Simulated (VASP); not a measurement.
# HfMoC2 (P4/mmm) in VASP: notebook

Runs on HfMoC2. Level: PBEsol. Tasks: single point.

Everything below comes from runs of VASP 6.6.1. Logs are shortened: lines on timing, memory, paths and dates and some standing lists are left out, and cuts for length are marked.

### Step 1. The cell of the first run

It takes space group P4/mmm (No. 123, tetragonal). Conventional cell: a = 3.148 Å, b = 3.148 Å, c = 4.425 Å, α = 90.00°, β = 90.00°, γ = 90.00°. Within 2.9 Å of Hf (site symmetry 4/mmm) lie 6 C at 2.21 to 2.23 Å. Within 2.9 Å of Mo (site symmetry 4/mmm) lie 6 C at 2.21 to 2.23 Å. C (site symmetry 4/mmm) has 2 Mo at 2.21 Å and 4 Hf at 2.23 Å within 2.9 Å. C (site symmetry 4/mmm) has 2 Hf at 2.21 Å and 4 Mo at 2.23 Å within 2.9 Å.

### Step 2. Single point, PBEsol (volume scaled by 0.96)

Input file INCAR:

```
PREC     = Accurate       # precision mode
ENCUT    = 520            # plane-wave cutoff, eV
EDIFF    = 1E-6           # SCF threshold, eV
ISMEAR   = -1             # smearing method
SIGMA    = 0.05           # smearing width, eV
LREAL    = F              # projectors in reciprocal space
LASPH    = T              # aspherical terms in the spheres
NELM     = 100            # most SCF steps
ALGO     = Normal         # electronic algorithm
ISIF     = 2              # what is computed and relaxed
LWAVE    = F              # write WAVECAR
LCHARG   = T              # write CHGCAR
GGA      = PS             # functional
LELF     = T              # ELF
LVHAR    = T            
NBANDS   = 24             # bands
```

Input file KPOINTS:

```
Automatic mesh
0
Gamma
  8 8 6
```

Input file POSCAR:

```
HfMoC2
1.0
    3.1482903748      0.0000000000      0.0000000000
    0.0000000000      3.1482903748      0.0000000000
    0.0000000000      0.0000000000      4.4245462449
Hf Mo C
1 1 2
Direct
    0.0000000000      0.0000000000      0.0000000000
    0.5000000000      0.5000000000      0.5000000000
    0.5000000000      0.5000000000      0.0000000000
    0.0000000000      0.0000000000      0.5000000000
```

Potentials or basis: VASP PAW PBE potentials, release 64 (Hf_pv, Mo_sv, C).

The run is started by

```console
cat potpaw_PBE.64/Hf_pv/POTCAR potpaw_PBE.64/Mo_sv/POTCAR potpaw_PBE.64/C/POTCAR > POTCAR
mpirun -np 1 vasp_std > vasp.out
```

OUTCAR:

```text
PREC = Accurate
   ENCUT = 520
   EDIFF = 1E-6
   ISMEAR = -1
   LREAL = F
   LASPH = T
   NELM = 100
   ISIF = 2
   GGA = PS

 ion  position               nearest neighbor table
   1  0.000  0.000  0.000-   4 2.21   4 2.21   3 2.23   3 2.23   3 2.23   3 2.23   2 3.14   2 3.14
                             2 3.14   2 3.14   2 3.14   2 3.14   2 3.14   2 3.14
   2  0.500  0.500  0.500-   3 2.21   3 2.21   4 2.23   4 2.23   4 2.23   4 2.23   1 3.14   1 3.14
                             1 3.14   1 3.14   1 3.14   1 3.14   1 3.14   1 3.14
   3  0.500  0.500  0.000-   2 2.21   2 2.21   1 2.23   1 2.23   1 2.23   1 2.23
   4  0.000  0.000  0.500-   1 2.21   1 2.21   2 2.23   2 2.23   2 2.23   2 2.23

  LATTYP: Found a simple tetragonal cell.
 ALAT       =     3.1482903748
 C/A-ratio  =     1.4053806092

  Lattice vectors:

 A1 = (   3.1482903748,   0.0000000000,   0.0000000000)
 A2 = (   0.0000000000,   3.1482903748,   0.0000000000)
 A3 = (   0.0000000000,   0.0000000000,   4.4245462449)

Analysis of symmetry for initial positions (statically):
=====================================================================
 Subroutine PRICEL returns:
 Original cell was already a primitive cell.

 Routine SETGRP: Setting up the symmetry group for a
 simple tetragonal supercell.

 Subroutine GETGRP returns: Found 16 space group operations
 (whereof 16 operations were pure point group operations)
 out of a pool of 16 trial point group operations.

The static configuration has the point symmetry D_4h.

Analysis of symmetry for dynamics (positions and initial velocities):
=====================================================================
 Subroutine PRICEL returns:
 Original cell was already a primitive cell.

 Routine SETGRP: Setting up the symmetry group for a
 simple tetragonal supercell.

 Subroutine GETGRP returns: Found 16 space group operations
 (whereof 16 operations were pure point group operations)
 out of a pool of 16 trial point group operations.

The dynamic configuration has the point symmetry D_4h.

 Subroutine INISYM returns: Found 16 space group operations
 (whereof 16 operations are pure point group operations),
 and found     1 'primitive' translations

----------------------------------------------------------------------------------------

                                     Primitive cell

  volume of cell :      43.8549

  direct lattice vectors                    reciprocal lattice vectors
     3.148290375  0.000000000  0.000000000     0.317632709  0.000000000  0.000000000
     0.000000000  3.148290375  0.000000000     0.000000000  0.317632709  0.000000000
     0.000000000  0.000000000  4.424546245     0.000000000  0.000000000  0.226011877

  length of vectors
     3.148290375  3.148290375  4.424546245     0.317632709  0.317632709  0.226011877

  position of ions in fractional coordinates (direct lattice)
     0.000000000  0.000000000  0.000000000
     0.500000000  0.500000000  0.500000000
     0.500000000  0.500000000  0.000000000
     0.000000000  0.000000000  0.500000000

  ion indices of the primitive-cell ions
   primitive index   ion index
                 1           1
                 2           2
                 3           3
                 4           4

----------------------------------------------------------------------------------------

 KPOINTS: Automatic mesh

Automatic generation of k-mesh.
 Grid dimensions read from file:
 generate k-points for:    8    8    6

 Generating k-lattice:

  Cartesian coordinates                     Fractional coordinates (reciprocal lattice)
     0.039704089  0.000000000  0.000000000     0.125000000  0.000000000  0.000000000
     0.000000000  0.039704089  0.000000000     0.000000000  0.125000000  0.000000000
     0.000000000  0.000000000  0.037668646     0.000000000  0.000000000  0.166666667

  Length of vectors
     0.039704089  0.039704089  0.037668646

  Shift w.r.t. Gamma in fractional coordinates (k-lattice)
     0.000000000  0.000000000  0.000000000

 Subroutine IBZKPT returns following result:
 ===========================================

 Found     60 irreducible k-points:

 Following reciprocal coordinates:
            Coordinates               Weight
  0.000000  0.000000  0.000000      1.000000
  0.125000  0.000000  0.000000      4.000000
  0.250000  0.000000  0.000000      4.000000
  0.375000  0.000000  0.000000      4.000000
  0.500000  0.000000  0.000000      2.000000
  0.125000  0.125000  0.000000      4.000000
[... 16 lines left out ...]
  0.375000  0.125000  0.166667     16.000000
  0.500000  0.125000  0.166667      8.000000
 [... further k-points ...]
   k-points           NKPTS =     60   k-points in BZ     NKDIM =     60   number of bands    NBANDS=     24
   number of dos      NEDOS =    301   number of ions     NIONS =      4
   total plane-waves  NPLWV =  20736
   dimension x,y,z NGX =    24 NGY =   24 NGZ =   36
   dimension x,y,z NGXF=    48 NGYF=   48 NGZF=   72
   ions per type =               1   1   2
   NGX,Y,Z   is equivalent  to a cutoff of  12.67, 12.67, 13.53 a.u.
   NGXF,Y,Z  is equivalent  to a cutoff of  25.35, 25.35, 27.05 a.u.
 SYSTEM =  unknown system
   PREC   = accura    normal or accurate (medium, high low for compatibility)
   ISTART =      0    job   : 0-new  1-cont  2-samecut
   ICHARG =      2    charge: 1-file 2-atom 10-const
   ISPIN  =      1    spin polarized calculation?
   LNONCOLLINEAR =      F non collinear calculations
   LSORBIT =      F    spin-orbit coupling
   LASPH  =      T    aspherical Exc in radial PAW
   ENCUT  =  520.0 eV  38.22 Ry    6.18 a.u.   5.85  5.85  8.23*2*pi/ulx,y,z
   NELM   =    100;   NELMIN=  2; NELMDL= -5     # of ELM steps
   EDIFF  = 0.1E-05   stopping-criterion for ELM
   LREAL  =      F    real-space projection
   EDIFFG = 0.1E-04   stopping-criterion for IOM
   NSW    =      0    number of steps for IOM
   IBRION =     -1    ionic relax: 0-MD 1-quasi-New 2-CG
   NFREE  =      0    steps in history (QN), initial steepest desc. (CG)
   ISIF   =      2    stress and relaxation
   ISYM   =      2    0-nonsym 1-usesym 2-fastsym
   POTIM  = 0.5000    time-step for ionic-motion
   TEBEG  =    0.0;   TEEND  =   0.0 temperature during run
   PSTRESS=    0.0 pullay stress
   NELECT =      32.0000    total number of electrons
   NUPDOWN=      -1.0000    fix difference up-down
   EMIN   =  10.00;   EMAX   =-10.00  energy-range for DOS
   EFERMI =   0.00;   METHOD = LEGACY
   ISMEAR =    -1;   SIGMA  =   0.05  broadening in eV -4-tet -1-fermi 0-gaus
   EFERMI_NEDOS =   21; number of points for ismear=-14 and -15
   IALGO  =     38    algorithm
   IMIX   =      4    mixing-type and parameters
     AMIX     =   0.40;   BMIX     =  1.00
     AMIX_MAG =   1.60;   BMIX_MAG =  1.00
  volume/ion in A,a.u.               =      10.96        73.99
  Fermi-wavevector in a.u.,A,eV,Ry     =   1.473846  2.785165 29.554868  2.172222
  Thomas-Fermi vector in A             =   2.588689
   LORBIT       =      0    0 simple, 1 ext, 2 COOP (PROOUT), +10 PAW based schemes
   GGA     = PS    functional components
   LHFCALC =     F    Hartree Fock is set to
   AEXX    =    0.0000 exact exchange contribution
   IVDW    =     0    specifies the selected vdW correction
   LEPSILON=     F    determine dielectric tensor
   LRPA    =     F    only Hartree local field effects (RPA)
 non-spin polarized calculation
  energy-cutoff  :      520.00
  volume of cell :       43.85
 maximum number of plane-waves:      1208
 NGX is ok and might be reduce to    24
   NGX = 11   NGY = 11   NGZ = 17

 number of electron      31.9999999 magnetization

 Free energy of the ion-electron system (eV)
  ---------------------------------------------------
  ext. energy  EPLUGINS =         0.00000000
  ---------------------------------------------------
  free energy    TOTEN  =       -43.38113307 eV

  energy without entropy =      -43.36963670  energy(sigma->0) =      -43.37538488

 E-fermi :   9.7521     XC(G=0): -13.2632

 val. band max:        9.7520646725   @ k =   0.1250   0.1250   0.5000
 cond. band min:       9.7541632803   @ k =   0.5000   0.0000   0.1667
 fundamental gap:      0.0020986079
 Fermi energy:         9.7521093379

 k-point     1 :       0.0000    0.0000    0.0000
  band No.  band energies     occupation
      1     -52.1431      2.00000
      2     -26.2555      2.00000
      3     -26.1700      2.00000
      4     -26.1700      2.00000
      5     -20.4399      2.00000
      6     -20.0965      2.00000
[... 16 lines left out ...]
     23      14.5559      0.00000
     24      14.5559      0.00000

 k-point     2 :       0.1250    0.0000    0.0000
  band No.  band energies     occupation
      1     -52.1399      2.00000
      2     -26.2492      2.00000
      3     -26.2138      2.00000
      4     -26.1642      2.00000
      5     -20.4355      2.00000
      6     -20.1897      2.00000
[... 16 lines left out ...]
     23      14.5122      0.00000
     24      15.3742      0.00000

 k-point     3 :       0.2500    0.0000    0.0000
  band No.  band energies     occupation
      1     -52.1322      2.00000
      2     -26.3181      2.00000
      3     -26.2341      2.00000
      4     -26.1502      2.00000
      5     -20.4249      2.00000
      6     -20.4079      2.00000
[... 16 lines left out ...]
     23      14.4072      0.00000
     24      17.3749      0.00000
[... 514 lines left out ...]
 k-point    23 :       0.3750    0.1250    0.1667
  band No.  band energies     occupation
      1     -52.1213      2.00000
      2     -26.4164      2.00000
      3     -26.2181      2.00000
      4     -26.1791      2.00000
      5     -20.5933      2.00000
      6     -20.4073      2.00000
[... 16 lines left out ...]
     23      15.8005      0.00000
     24      18.0519      0.00000

 k-point    24 :       0.5000    0.1250    0.1667
  band No.  band energies     occupation
      1     -52.1181      2.00000
      2     -26.4586      2.00000
      3     -26.2130      2.00000
      4     -26.1731      2.00000
      5     -20.6751      2.00000
      6     -20.4006      2.00000
[... 16 lines left out ...]
     23      16.2868      0.00000
     24      17.9682      0.00000

 [... further k-points ...]

------------------------ aborting loop because EDIFF is reached ----------------------------------------

  FORCE on cell =-STRESS in cart. coord.  units (eV):
  Direction    XX          YY          ZZ          XY          YZ          ZX
  --------------------------------------------------------------------------------------
  -------------------------------------------------------------------------------------
  Total        1.1951349      1.1951349     -0.0621000      0.0000000      0.0000000      0.0000000
  in kB       43.6625629     43.6625629     -2.2687373      0.0000000      0.0000000      0.0000000
  external PRESSURE =      28.3521295 kB  Pullay stress =       0.0000000 kB

 VOLUME and BASIS-vectors are now :
 -----------------------------------------------------------------------------
  energy-cutoff  :      520.00
  volume of cell :       43.85
      direct lattice vectors                 reciprocal lattice vectors
     3.148290375  0.000000000  0.000000000     0.317632709  0.000000000  0.000000000
     0.000000000  3.148290375  0.000000000     0.000000000  0.317632709  0.000000000
     0.000000000  0.000000000  4.424546245     0.000000000  0.000000000  0.226011877

 POSITION                                       TOTAL-FORCE (eV/Angst)
 -----------------------------------------------------------------------------------
      0.00000      0.00000      0.00000         0.000000      0.000000      0.000000
      1.57415      1.57415      2.21227         0.000000      0.000000      0.000000
      1.57415      1.57415      0.00000         0.000000      0.000000      0.000000
      0.00000      0.00000      2.21227         0.000000      0.000000      0.000000
 -----------------------------------------------------------------------------------
    total drift:                                0.000000     -0.000000     -0.000000

  FREE ENERGIE OF THE ION-ELECTRON SYSTEM (eV)
  ---------------------------------------------------
  free  energy   TOTEN  =       -43.3811330654 eV

  energy  without entropy=      -43.3696366978  energy(sigma->0) =      -43.37538488
```

It took 36 s on 1 thread of Intel Xeon Platinum 8259CL at 2.50GHz (Skylake/Cascade Lake), shared host; peak memory 0.2 GiB.

What came out:

| Quantity | Value |
| --- | --- |
| Free energy | -43.3811 eV |
| Pressure | 2.8 GPa |
| Band gap on the k mesh | zero (band 16 reaches 10.96 eV, above the bottom of band 17 at 8.17 eV) |

Stress tensor (GPa, compression positive):
```
 4.37  0.00  0.00
 0.00  4.37  0.00
 0.00  0.00 -0.23
```

Caveat: the PAW data sets were made with another functional, which shifts forces and pressure a little; spin-orbit coupling is left out, which moves the levels of the heavy elements.

### Step 3. Single point, PBEsol (volume scaled by 0.98)

Input file INCAR:

```
  ALGO = Normal
  EDIFF = 1E-6
  ENCUT = 520
  GGA = PS
  ISIF = 2
  ISMEAR = -1
  LASPH = True
  LCHARG = False
  LREAL = False
  LWAVE = False
  NBANDS = 24
  NELM = 80
  PREC = Accurate
  SIGMA = 0.05
```

Input file KPOINTS:

```
k-points
0
Gamma
  8 8 6
```

Input file POSCAR:

```
HfMoC2
1.0
    3.1700034083      0.0000000000      0.0000000000
    0.0000000000      3.1700034083      0.0000000000
    0.0000000000      0.0000000000      4.4550613212
Hf Mo C
1 1 2
Direct
    0.0000000000      0.0000000000      0.0000000000
    0.5000000000      0.5000000000      0.5000000000
    0.5000000000      0.5000000000      0.0000000000
    0.0000000000      0.0000000000      0.5000000000
```

Potentials or basis: VASP PAW PBE potentials, release 64 (Hf_pv, Mo_sv, C).

The run is started by

```console
cat potpaw_PBE.64/Hf_pv/POTCAR potpaw_PBE.64/Mo_sv/POTCAR potpaw_PBE.64/C/POTCAR > POTCAR
mpirun -np 1 vasp_std > vasp.out
```

It took 35 s on 1 thread of Intel Xeon Platinum 8259CL at 2.50GHz (Skylake/Cascade Lake), shared host; peak memory 0.2 GiB.

Results (log left out):

```
Free energy            : -43.3798 eV
Pressure               : -3.3 GPa
Band gap on the k mesh : zero (band 16 reaches 10.67 eV, above the bottom of band 17 at 8.00 eV)
```

Stress tensor (GPa, compression positive):
```
-1.84  0.00  0.00
 0.00 -1.84  0.00
 0.00  0.00 -6.32
```

Levels at points of the mesh, in eV from the Fermi level:
```tsv
k point	band 14	band 15	band 16	band 17	band 18	band 19
(0.00, 0.00, 0.00)	-1.21	-1.21	-0.43	-0.40	0.09	0.12
(0.50, 0.00, 0.00)	-3.86	-3.76	-0.41	1.02	2.30	3.28
(0.50, 0.50, 0.00)	-1.27	-1.03	-1.03	-0.92	1.14	1.48
(0.00, 0.00, 0.50)	-2.22	-1.76	-1.76	-1.50	-0.28	2.18
(0.50, 0.00, 0.50)	-4.45	-4.35	1.07	1.14	1.85	4.63
(0.50, 0.50, 0.50)	-4.25	-4.25	1.16	1.16	1.49	3.13
```

Caveat: the PAW data sets were made with another functional, which shifts forces and pressure a little; spin-orbit coupling is left out, which moves the levels of the heavy elements.
